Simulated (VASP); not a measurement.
# Si2W3 (Pm-3m) in VASP: notebook

Si2W3 is run at these levels: PBE; tasks: single point, relaxation of cell and atoms.

All numbers are computed with VASP 6.6.1; they aren't measurements. Logs are shortened: lines on timing, memory, paths and dates and some standing lists are left out, and cuts for length are marked.

## (1) The cell of the first run

Symmetry: Pm-3m, No. 221, cubic system. Conventional cell: a = 4.335 Å, b = 4.335 Å, c = 4.335 Å, α = 90.00°, β = 90.00°, γ = 90.00°. Within 4.0 Å of Si (site symmetry m-3m) lie 12 W at 3.07 Å and 8 Si at 3.75 Å. Within 2.9 Å of Si (site symmetry m-3m) lie 6 W at 2.17 Å. W (site symmetry 4/mmm) has 2 Si at 2.17 Å within 2.9 Å.

The cell was built from a structure type or drawn by symmetry, and may not be a known phase.

## (2) Single point, PBE

Input file INCAR:

```
SYSTEM = Si2W3
PREC     = Accurate       ! precision mode
ENCUT    = 520            ! plane-wave cutoff, eV
EDIFF    = 1E-6           ! SCF threshold, eV
ISMEAR   = 0              ! smearing method
SIGMA    = 0.1            ! smearing width, eV
LREAL    = .False.        ! projectors in reciprocal space
LASPH    = .True.         ! aspherical terms in the spheres
NELM     = 80             ! most SCF steps
ALGO     = Fast           ! electronic algorithm
ISIF     = 2              ! what is computed and relaxed
LWAVE    = .False.        ! write WAVECAR
LCHARG   = .False.        ! write CHGCAR
GGA      = PE             ! functional
NBANDS   = 33             ! bands
```

Input file KPOINTS:

```
regular mesh
0
Gamma
  4 4 4
  0 0 0
```

Input file POSCAR:

```
Si2W3
1.0
    4.3346952200      0.0000000000      0.0000000000
    0.0000000000      4.3346952200      0.0000000000
    0.0000000000      0.0000000000      4.3346952200
Si W
2 3
Direct
    0.5000000000      0.5000000000      0.5000000000
    0.0000000000      0.0000000000      0.0000000000
    0.5000000000      0.0000000000      0.0000000000
    0.0000000000      0.5000000000      0.0000000000
    0.0000000000      0.0000000000      0.5000000000
```

Potentials or basis: VASP PAW PBE potentials, release 64 (Si, W_sv).

Command:

```bash
cat potpaw_PBE.64/Si/POTCAR potpaw_PBE.64/W_sv/POTCAR > POTCAR
mpirun -np 1 vasp_std > vasp.out
```

OUTCAR:

```text
SYSTEM = Si2W3
   PREC = Accurate
   ENCUT = 520
   EDIFF = 1E-6
   ISMEAR = 0
   LREAL = .False.
   LASPH = .True.
   NELM = 80
   ISIF = 2
   GGA = PE

 ion  position               nearest neighbor table
   1  0.500  0.500  0.500-   3 3.07   4 3.07   5 3.07   3 3.07   4 3.07   3 3.07   5 3.07   3 3.07
                             4 3.07   5 3.07   4 3.07   5 3.07
   2  0.000  0.000  0.000-   3 2.17   4 2.17   5 2.17   5 2.17   4 2.17   3 2.17
   3  0.500  0.000  0.000-   2 2.17   2 2.17   4 3.07   5 3.07   1 3.07   5 3.07   1 3.07   4 3.07
                             1 3.07   1 3.07   4 3.07   5 3.07   5 3.07   4 3.07
   4  0.000  0.500  0.000-   2 2.17   2 2.17   3 3.07   5 3.07   1 3.07   5 3.07   1 3.07   3 3.07
                             5 3.07   5 3.07   1 3.07   3 3.07   1 3.07   3 3.07
   5  0.000  0.000  0.500-   2 2.17   2 2.17   3 3.07   4 3.07   1 3.07   3 3.07   4 3.07   1 3.07
                             4 3.07   4 3.07   1 3.07   3 3.07   3 3.07   1 3.07

  LATTYP: Found a simple cubic cell.
 ALAT       =     4.3346952200

  Lattice vectors:

 A1 = (   4.3346952200,   0.0000000000,   0.0000000000)
 A2 = (   0.0000000000,   4.3346952200,   0.0000000000)
 A3 = (   0.0000000000,   0.0000000000,   4.3346952200)

Analysis of symmetry for initial positions (statically):
=====================================================================
 Subroutine PRICEL returns:
 Original cell was already a primitive cell.

 Routine SETGRP: Setting up the symmetry group for a
 simple cubic supercell.

 Subroutine GETGRP returns: Found 48 space group operations
 (whereof 48 operations were pure point group operations)
 out of a pool of 48 trial point group operations.

The static configuration has the point symmetry O_h .

Analysis of symmetry for dynamics (positions and initial velocities):
=====================================================================
 Subroutine PRICEL returns:
 Original cell was already a primitive cell.

 Routine SETGRP: Setting up the symmetry group for a
 simple cubic supercell.

 Subroutine GETGRP returns: Found 48 space group operations
 (whereof 48 operations were pure point group operations)
 out of a pool of 48 trial point group operations.

The dynamic configuration has the point symmetry O_h .

 Subroutine INISYM returns: Found 48 space group operations
 (whereof 48 operations are pure point group operations),
 and found     1 'primitive' translations

----------------------------------------------------------------------------------------

                                     Primitive cell

  volume of cell :      81.4471

  direct lattice vectors                    reciprocal lattice vectors
     4.334695220  0.000000000  0.000000000     0.230696727  0.000000000  0.000000000
     0.000000000  4.334695220  0.000000000     0.000000000  0.230696727  0.000000000
     0.000000000  0.000000000  4.334695220     0.000000000  0.000000000  0.230696727

  length of vectors
     4.334695220  4.334695220  4.334695220     0.230696727  0.230696727  0.230696727

  position of ions in fractional coordinates (direct lattice)
     0.500000000  0.500000000  0.500000000
     0.000000000  0.000000000  0.000000000
     0.500000000  0.000000000  0.000000000
     0.000000000  0.500000000  0.000000000
     0.000000000  0.000000000  0.500000000

  ion indices of the primitive-cell ions
   primitive index   ion index
                 1           1
                 2           2
                 3           3
                 4           4
                 5           5

----------------------------------------------------------------------------------------

 KPOINTS: regular mesh

Automatic generation of k-mesh.
 Grid dimensions read from file:
 generate k-points for:    4    4    4

 Generating k-lattice:

  Cartesian coordinates                     Fractional coordinates (reciprocal lattice)
     0.057674182  0.000000000  0.000000000     0.250000000  0.000000000  0.000000000
     0.000000000  0.057674182  0.000000000     0.000000000  0.250000000  0.000000000
     0.000000000  0.000000000  0.057674182     0.000000000  0.000000000  0.250000000

  Length of vectors
     0.057674182  0.057674182  0.057674182

  Shift w.r.t. Gamma in fractional coordinates (k-lattice)
     0.000000000  0.000000000  0.000000000

 Subroutine IBZKPT returns following result:
 ===========================================

 Found     10 irreducible k-points:

 Following reciprocal coordinates:
            Coordinates               Weight
  0.000000  0.000000  0.000000      1.000000
  0.250000  0.000000  0.000000      6.000000
  0.500000  0.000000  0.000000      3.000000
  0.250000  0.250000  0.000000     12.000000
  0.500000  0.250000  0.000000     12.000000
  0.500000  0.500000  0.000000      3.000000
  0.250000  0.250000  0.250000      8.000000
  0.500000  0.250000  0.250000     12.000000
  0.500000  0.500000  0.250000      6.000000
  0.500000  0.500000  0.500000      1.000000
   k-points           NKPTS =     10   k-points in BZ     NKDIM =     10   number of bands    NBANDS=     33
   number of dos      NEDOS =    301   number of ions     NIONS =      5
   total plane-waves  NPLWV =  32768
   dimension x,y,z NGX =    32 NGY =   32 NGZ =   32
   dimension x,y,z NGXF=    64 NGYF=   64 NGZF=   64
   ions per type =               2   3
   NGX,Y,Z   is equivalent  to a cutoff of  12.27, 12.27, 12.27 a.u.
   NGXF,Y,Z  is equivalent  to a cutoff of  24.55, 24.55, 24.55 a.u.
 SYSTEM =  Si2W3
   PREC   = accura    normal or accurate (medium, high low for compatibility)
   ISTART =      0    job   : 0-new  1-cont  2-samecut
   ICHARG =      2    charge: 1-file 2-atom 10-const
   ISPIN  =      1    spin polarized calculation?
   LNONCOLLINEAR =      F non collinear calculations
   LSORBIT =      F    spin-orbit coupling
   LASPH  =      T    aspherical Exc in radial PAW
   ENCUT  =  520.0 eV  38.22 Ry    6.18 a.u.   8.06  8.06  8.06*2*pi/ulx,y,z
   NELM   =     80;   NELMIN=  2; NELMDL= -5     # of ELM steps
   EDIFF  = 0.1E-05   stopping-criterion for ELM
   LREAL  =      F    real-space projection
   EDIFFG = 0.1E-04   stopping-criterion for IOM
   NSW    =      0    number of steps for IOM
   IBRION =     -1    ionic relax: 0-MD 1-quasi-New 2-CG
   NFREE  =      0    steps in history (QN), initial steepest desc. (CG)
   ISIF   =      2    stress and relaxation
   ISYM   =      2    0-nonsym 1-usesym 2-fastsym
   POTIM  = 0.5000    time-step for ionic-motion
   TEBEG  =    0.0;   TEEND  =   0.0 temperature during run
   PSTRESS=    0.0 pullay stress
   NELECT =      50.0000    total number of electrons
   NUPDOWN=      -1.0000    fix difference up-down
   EMIN   =  10.00;   EMAX   =-10.00  energy-range for DOS
   EFERMI =   0.00;   METHOD = LEGACY
   ISMEAR =     0;   SIGMA  =   0.10  broadening in eV -4-tet -1-fermi 0-gaus
   EFERMI_NEDOS =   21; number of points for ismear=-14 and -15
   IALGO  =     68    algorithm
   IMIX   =      4    mixing-type and parameters
     AMIX     =   0.40;   BMIX     =  1.00
     AMIX_MAG =   1.60;   BMIX_MAG =  1.00
  volume/ion in A,a.u.               =      16.29       109.93
  Fermi-wavevector in a.u.,A,eV,Ry     =   1.391360  2.629290 26.339293  1.935883
  Thomas-Fermi vector in A             =   2.515207
   LORBIT       =      0    0 simple, 1 ext, 2 COOP (PROOUT), +10 PAW based schemes
   GGA     = PE    functional components
   LHFCALC =     F    Hartree Fock is set to
   AEXX    =    0.0000 exact exchange contribution
   IVDW    =     0    specifies the selected vdW correction
   LEPSILON=     F    determine dielectric tensor
   LRPA    =     F    only Hartree local field effects (RPA)
 non-spin polarized calculation
 RMM-DIIS sequential band-by-band and
 Gauss-broadening in eV      SIGMA  =   0.10
  energy-cutoff  :      520.00
  volume of cell :       81.45
 maximum number of plane-waves:      2272
   NGX = 17   NGY = 17   NGZ = 17

 number of electron      50.0000003 magnetization

 Free energy of the ion-electron system (eV)
  ---------------------------------------------------
  ext. energy  EPLUGINS =         0.00000000
  ---------------------------------------------------
  free energy    TOTEN  =       -41.84048766 eV

  energy without entropy =      -41.81978898  energy(sigma->0) =      -41.83013832

 E-fermi :   9.6584     XC(G=0): -12.2265

 val. band max:        9.6516828246   @ k =   0.0000   0.0000   0.0000
 cond. band min:       9.6961827098   @ k =   0.2500   0.0000   0.0000
 fundamental gap:      0.0444998852
 Fermi energy:         9.6584313756

 k-point     1 :       0.0000    0.0000    0.0000
  band No.  band energies     occupation
      1     -64.2310      2.00000
      2     -64.1871      2.00000
      3     -64.1871      2.00000
      4     -28.7722      2.00000
      5     -28.7722      2.00000
      6     -28.7722      2.00000
[... 25 lines left out ...]
     32      13.3603      0.00000
     33      13.4189      0.00000

 k-point     2 :       0.2500    0.0000    0.0000
  band No.  band energies     occupation
      1     -64.2254      2.00000
      2     -64.1926      2.00000
      3     -64.1872      2.00000
      4     -28.7415      2.00000
      5     -28.7415      2.00000
      6     -28.7225      2.00000
[... 25 lines left out ...]
     32      13.4957      0.00000
     33      13.9337      0.00000
[... 250 lines left out ...]
     32      12.8407      0.00000
     33      14.1750      0.00000

 k-point    10 :       0.5000    0.5000    0.5000
  band No.  band energies     occupation
      1     -64.2012      2.00000
      2     -64.2012      2.00000
      3     -64.2012      2.00000
      4     -29.0410      2.00000
      5     -28.6456      2.00000
      6     -28.6456      2.00000
[... 25 lines left out ...]
     32      12.9403      0.00000
     33      14.6715      0.00000

------------------------ aborting loop because EDIFF is reached ----------------------------------------

  FORCE on cell =-STRESS in cart. coord.  units (eV):
  Direction    XX          YY          ZZ          XY          YZ          ZX
  --------------------------------------------------------------------------------------
  -------------------------------------------------------------------------------------
  Total        9.4523252      9.4523252      9.4523252      0.0000000      0.0000000      0.0000000
  in kB      185.9403033    185.9403033    185.9403033      0.0000000      0.0000000      0.0000000
  external PRESSURE =     185.9403033 kB  Pullay stress =       0.0000000 kB

 VOLUME and BASIS-vectors are now :
 -----------------------------------------------------------------------------
  energy-cutoff  :      520.00
  volume of cell :       81.45
      direct lattice vectors                 reciprocal lattice vectors
     4.334695220  0.000000000  0.000000000     0.230696727  0.000000000  0.000000000
     0.000000000  4.334695220  0.000000000     0.000000000  0.230696727  0.000000000
     0.000000000  0.000000000  4.334695220     0.000000000  0.000000000  0.230696727

 POSITION                                       TOTAL-FORCE (eV/Angst)
 -----------------------------------------------------------------------------------
      2.16735      2.16735      2.16735         0.000000      0.000000      0.000000
      0.00000      0.00000      0.00000         0.000000      0.000000      0.000000
      2.16735      0.00000      0.00000         0.000000      0.000000      0.000000
      0.00000      2.16735      0.00000         0.000000      0.000000      0.000000
      0.00000      0.00000      2.16735         0.000000      0.000000      0.000000
 -----------------------------------------------------------------------------------
    total drift:                                0.000000      0.000000     -0.000000

  FREE ENERGIE OF THE ION-ELECTRON SYSTEM (eV)
  ---------------------------------------------------
  free  energy   TOTEN  =       -41.8404876630 eV

  energy  without entropy=      -41.8197889772  energy(sigma->0) =      -41.83013832
```

Wall time 42 s (1 thread of Intel Xeon 8259CL, shared host); peak memory 0.18 GiB.

Results:

```
Free energy            : -41.8405 eV
Pressure               : 18.6 GPa
Band gap on the k mesh : zero (bands 25 and 26 overlap by 1.50 eV)
```

Caveat: the k points lie up to 0.36 Å⁻¹ apart, too coarse for converged energies and pressures of a metal; spin-orbit coupling is left out, which moves the levels of the heavy elements.

[end of part 1 of 2]
